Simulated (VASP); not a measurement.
# ScPd3 (Pm-3m) in VASP: electric field gradients with LDA

Aim: the electric field gradients of ScPd3 with LDA.

All numbers are computed with VASP 6.6.1; they aren't measurements. Logs are shortened: lines on timing, memory, paths and dates and some standing lists are left out, and cuts for length are marked.

## (1) The cell of the first run

The structure is cubic, space group Pm-3m (No. 221). The conventional cell has a = 3.903 Å, b = 3.903 Å, c = 3.903 Å, α = 90.00°, β = 90.00°, γ = 90.00°. Sc (site symmetry m-3m) has 12 Pd at 2.76 Å within 3.6 Å. Within 3.6 Å of Pd (site symmetry 4/mmm) lie 4 Sc at 2.76 Å and 8 Pd at 2.76 Å.

## (2) Electric field gradients, LDA

Input file INCAR:

```
ALGO = Normal
EDIFF = 1E-8
ENCUT = 470
GGA_COMPAT = F
ISIF = 2
ISMEAR = -1
LASPH = T
LCHARG = F
LEFG = T
LREAL = F
LWAVE = F
NBANDS = 40
NELM = 120
PREC = Accurate
SIGMA = 0.15
```

Input file KPOINTS:

```
k-points
0
Gamma
  12 12 12
```

Input file POSCAR:

```
ScPd3
1.0
    3.9027291362      0.0000000000      0.0000000000
    0.0000000000      3.9027291362      0.0000000000
    0.0000000000      0.0000000000      3.9027291362
Sc Pd
1 3
Direct
    0.0000000000      0.0000000000      0.0000000000
    0.0000000000      0.5000000000      0.5000000000
    0.5000000000      0.0000000000      0.5000000000
    0.5000000000      0.5000000000      0.0000000000
```

Potentials or basis: VASP PAW LDA potentials, release 64 (Sc_sv, Pd_sv_GW).

Launch:

```bash
> cat potpaw_LDA.64/Sc_sv/POTCAR potpaw_LDA.64/Pd_sv_GW/POTCAR > POTCAR
> mpirun -np 1 vasp_std > vasp.out
```

OUTCAR:

```text
EDIFF = 1E-8
   ENCUT = 470
   ISIF = 2
   ISMEAR = -1
   LASPH = T
   LREAL = F
   NELM = 120
   PREC = Accurate

 ion  position               nearest neighbor table
   1  0.000  0.000  0.000-   2 2.76   3 2.76   4 2.76   2 2.76   3 2.76   2 2.76   4 2.76   2 2.76
                             3 2.76   4 2.76   3 2.76   4 2.76
   2  0.000  0.500  0.500-   1 2.76   1 2.76   1 2.76   1 2.76
   3  0.500  0.000  0.500-   1 2.76   1 2.76   1 2.76   1 2.76
   4  0.500  0.500  0.000-   1 2.76   1 2.76   1 2.76   1 2.76

  LATTYP: Found a simple cubic cell.
 ALAT       =     3.9027291362

  Lattice vectors:

 A1 = (   3.9027291362,   0.0000000000,   0.0000000000)
 A2 = (   0.0000000000,   3.9027291362,   0.0000000000)
 A3 = (   0.0000000000,   0.0000000000,   3.9027291362)

Analysis of symmetry for initial positions (statically):
=====================================================================
 Subroutine PRICEL returns:
 Original cell was already a primitive cell.

 Routine SETGRP: Setting up the symmetry group for a
 simple cubic supercell.

 Subroutine GETGRP returns: Found 48 space group operations
 (whereof 48 operations were pure point group operations)
 out of a pool of 48 trial point group operations.

The static configuration has the point symmetry O_h .

Analysis of symmetry for dynamics (positions and initial velocities):
=====================================================================
 Subroutine PRICEL returns:
 Original cell was already a primitive cell.

 Routine SETGRP: Setting up the symmetry group for a
 simple cubic supercell.

 Subroutine GETGRP returns: Found 48 space group operations
 (whereof 48 operations were pure point group operations)
 out of a pool of 48 trial point group operations.

The dynamic configuration has the point symmetry O_h .

 Subroutine INISYM returns: Found 48 space group operations
 (whereof 48 operations are pure point group operations),
 and found     1 'primitive' translations

----------------------------------------------------------------------------------------

                                     Primitive cell

  volume of cell :      59.4436

  direct lattice vectors                    reciprocal lattice vectors
     3.902729136  0.000000000  0.000000000     0.256230951  0.000000000  0.000000000
     0.000000000  3.902729136  0.000000000     0.000000000  0.256230951  0.000000000
     0.000000000  0.000000000  3.902729136     0.000000000  0.000000000  0.256230951

  length of vectors
     3.902729136  3.902729136  3.902729136     0.256230951  0.256230951  0.256230951

  position of ions in fractional coordinates (direct lattice)
     0.000000000  0.000000000  0.000000000
     0.000000000  0.500000000  0.500000000
     0.500000000  0.000000000  0.500000000
     0.500000000  0.500000000  0.000000000

  ion indices of the primitive-cell ions
   primitive index   ion index
                 1           1
                 2           2
                 3           3
                 4           4

----------------------------------------------------------------------------------------

 KPOINTS: k-points

Automatic generation of k-mesh.
 Grid dimensions read from file:
 generate k-points for:   12   12   12

 Generating k-lattice:

  Cartesian coordinates                     Fractional coordinates (reciprocal lattice)
     0.021352579  0.000000000  0.000000000     0.083333333  0.000000000  0.000000000
     0.000000000  0.021352579  0.000000000     0.000000000  0.083333333  0.000000000
     0.000000000  0.000000000  0.021352579     0.000000000  0.000000000  0.083333333

  Length of vectors
     0.021352579  0.021352579  0.021352579

  Shift w.r.t. Gamma in fractional coordinates (k-lattice)
     0.000000000  0.000000000  0.000000000

[... 35 lines left out ...]
   dimension x,y,z NGX =    28 NGY =   28 NGZ =   28
   dimension x,y,z NGXF=    56 NGYF=   56 NGZF=   56
   ions per type =               1   3
   NGX,Y,Z   is equivalent  to a cutoff of  11.93, 11.93, 11.93 a.u.
   NGXF,Y,Z  is equivalent  to a cutoff of  23.85, 23.85, 23.85 a.u.
 SYSTEM =  unknown system
   PREC   = accura    normal or accurate (medium, high low for compatibility)
   ISTART =      0    job   : 0-new  1-cont  2-samecut
   ICHARG =      2    charge: 1-file 2-atom 10-const
   ISPIN  =      1    spin polarized calculation?
   LNONCOLLINEAR =      F non collinear calculations
   LSORBIT =      F    spin-orbit coupling
   LASPH  =      T    aspherical Exc in radial PAW
   ENCUT  =  470.0 eV  34.54 Ry    5.88 a.u.   6.90  6.90  6.90*2*pi/ulx,y,z
   NELM   =    120;   NELMIN=  2; NELMDL= -5     # of ELM steps
   EDIFF  = 0.1E-07   stopping-criterion for ELM
   LREAL  =      F    real-space projection
   EDIFFG = 0.1E-06   stopping-criterion for IOM
   NSW    =      0    number of steps for IOM
   IBRION =     -1    ionic relax: 0-MD 1-quasi-New 2-CG
   NFREE  =      0    steps in history (QN), initial steepest desc. (CG)
   ISIF   =      2    stress and relaxation
   ISYM   =      2    0-nonsym 1-usesym 2-fastsym
   POTIM  = 0.5000    time-step for ionic-motion
   TEBEG  =    0.0;   TEEND  =   0.0 temperature during run
   PSTRESS=    0.0 pullay stress
   NELECT =      65.0000    total number of electrons
   NUPDOWN=      -1.0000    fix difference up-down
   EMIN   =  10.00;   EMAX   =-10.00  energy-range for DOS
   EFERMI =   0.00;   METHOD = LEGACY
   ISMEAR =    -1;   SIGMA  =   0.15  broadening in eV -4-tet -1-fermi 0-gaus
   EFERMI_NEDOS =   21; number of points for ismear=-14 and -15
   IALGO  =     38    algorithm
   IMIX   =      4    mixing-type and parameters
     AMIX     =   0.40;   BMIX     =  1.00
     AMIX_MAG =   1.60;   BMIX_MAG =  1.00
  volume/ion in A,a.u.               =      14.86       100.29
  Fermi-wavevector in a.u.,A,eV,Ry     =   1.686595  3.187203 38.703181  2.844604
  Thomas-Fermi vector in A             =   2.769232
   LORBIT       =      0    0 simple, 1 ext, 2 COOP (PROOUT), +10 PAW based schemes
   GGA     = CA    functional components
   LHFCALC =     F    Hartree Fock is set to
   AEXX    =    0.0000 exact exchange contribution
   IVDW    =     0    specifies the selected vdW correction
   LEPSILON=     F    determine dielectric tensor
   LRPA    =     F    only Hartree local field effects (RPA)
 non-spin polarized calculation
  energy-cutoff  :      470.00
  volume of cell :       59.44
 maximum number of plane-waves:      1406
 NGX is ok and might be reduce to    28
   NGX = 13   NGY = 13   NGZ = 13

 number of electron      65.0000040 magnetization

 Free energy of the ion-electron system (eV)
  ---------------------------------------------------
  ext. energy  EPLUGINS =         0.00000000
  ---------------------------------------------------
  free energy    TOTEN  =       -25.47126437 eV

  energy without entropy =      -25.30321759  energy(sigma->0) =      -25.38724098

 E-fermi :   8.0514     XC(G=0): -13.4933

 val. band max:        8.0300355903   @ k =   0.3333   0.1667   0.1667
 cond. band min:       8.0551099572   @ k =   0.0833   0.0833   0.0000
 fundamental gap:      0.0250743669
 Fermi energy:         8.0514458361

 k-point     1 :       0.0000    0.0000    0.0000
  band No.  band energies     occupation
      1     -75.7685      2.00000
      2     -75.7136      2.00000
      3     -75.7136      2.00000
      4     -41.8854      2.00000
      5     -41.8854      2.00000
      6     -41.8854      2.00000
[... 1021 lines left out ...]
     39      13.3973      0.00000
     40      14.2839      0.00000

 [... further k-points ...]

------------------------ aborting loop because EDIFF is reached ----------------------------------------

  FORCE on cell =-STRESS in cart. coord.  units (eV):
  Direction    XX          YY          ZZ          XY          YZ          ZX
  --------------------------------------------------------------------------------------
  -------------------------------------------------------------------------------------
  Total       -0.6977114     -0.6977114     -0.6977114     -0.0000000      0.0000000      0.0000000
  in kB      -18.8053397    -18.8053397    -18.8053397     -0.0000000      0.0000000      0.0000000
  external PRESSURE =     -18.8053397 kB  Pullay stress =       0.0000000 kB

 VOLUME and BASIS-vectors are now :
 -----------------------------------------------------------------------------
  energy-cutoff  :      470.00
  volume of cell :       59.44
      direct lattice vectors                 reciprocal lattice vectors
     3.902729136  0.000000000  0.000000000     0.256230951  0.000000000  0.000000000
     0.000000000  3.902729136  0.000000000     0.000000000  0.256230951  0.000000000
     0.000000000  0.000000000  3.902729136     0.000000000  0.000000000  0.256230951

 POSITION                                       TOTAL-FORCE (eV/Angst)
 -----------------------------------------------------------------------------------
      0.00000      0.00000      0.00000         0.000000      0.000000      0.000000
      0.00000      1.95136      1.95136         0.000000      0.000000      0.000000
      1.95136      0.00000      1.95136         0.000000      0.000000      0.000000
      1.95136      1.95136      0.00000         0.000000      0.000000      0.000000
 -----------------------------------------------------------------------------------
    total drift:                                0.000000      0.000000      0.000000

  FREE ENERGIE OF THE ION-ELECTRON SYSTEM (eV)
  ---------------------------------------------------
  free  energy   TOTEN  =       -25.4712643738 eV

  energy  without entropy=      -25.3032175896  energy(sigma->0) =      -25.38724098

 Electric field gradients (V/A^2)
---------------------------------------------------------------------
 ion       V_xx      V_yy      V_zz      V_xy      V_xz      V_yz
---------------------------------------------------------------------
   1      -0.000    -0.000     0.000     0.000    -0.000    -0.000
   2     -74.226    37.113    37.113    -0.000     0.000    -0.000
   3      37.113   -74.226    37.113     0.000    -0.000    -0.000
   4      37.113    37.113   -74.226     0.000    -0.000    -0.000
---------------------------------------------------------------------

 Electric field gradients after diagonalization (V/A^2)
 (convention: |V_zz| > |V_xx| > |V_yy|)
----------------------------------------------------------------------
 ion       V_xx      V_yy      V_zz     asymmetry (V_yy - V_xx)/ V_zz
----------------------------------------------------------------------
   1      -0.000    -0.000     0.000       0.146
   2      37.113    37.113   -74.226       0.000
   3      37.113    37.113   -74.226       0.000
   4      37.113    37.113   -74.226       0.000
----------------------------------------------------------------------

           NMR quadrupolar parameters

 Cq : quadrupolar parameter    Cq=e*Q*V_zz/h
 eta: asymmetry parameters     (V_yy - V_xx)/ V_zz
 Q  : nuclear electric quadrupole moment in mb (millibarn)
----------------------------------------------------------------------
 ion       Cq(MHz)       eta       Q (mb)
----------------------------------------------------------------------
   1       0.000       0.146       1.000
   2      -0.179       0.000       1.000
   3      -0.179       0.000       1.000
   4      -0.179       0.000       1.000
----------------------------------------------------------------------
```

Wall time 1.9 min (1 thread of AMD EPYC 9R45 (Zen 5), shared host); peak memory 0.24 GiB.

Results:

```
Free energy                             : -25.4713 eV
Pressure                                : -1.9 GPa
Band gap on the k mesh                  : zero (an odd number of electrons rules out a gap without spin polarisation)
Largest electric field gradient by atom : Sc -0.0; Pd -74.2 V/Å²
```

Electric field gradients, principal values (V/Å²):
| atom | least | middle | greatest (by size) |
| --- | --- | --- | --- |
| 1 Sc | 0.000 | 0.000 | 0.000 |
| 2 Pd | 37.113 | 37.113 | -74.226 |
| 3 Pd | 37.113 | 37.113 | -74.226 |
| 4 Pd | 37.113 | 37.113 | -74.226 |

Caveat: without QUAD_EFG the Cq values of the log hold for a quadrupole moment of 1 mb, not for the nuclei.

The gap in the log of VASP goes by the Fermi energy; the results here count the filled bands.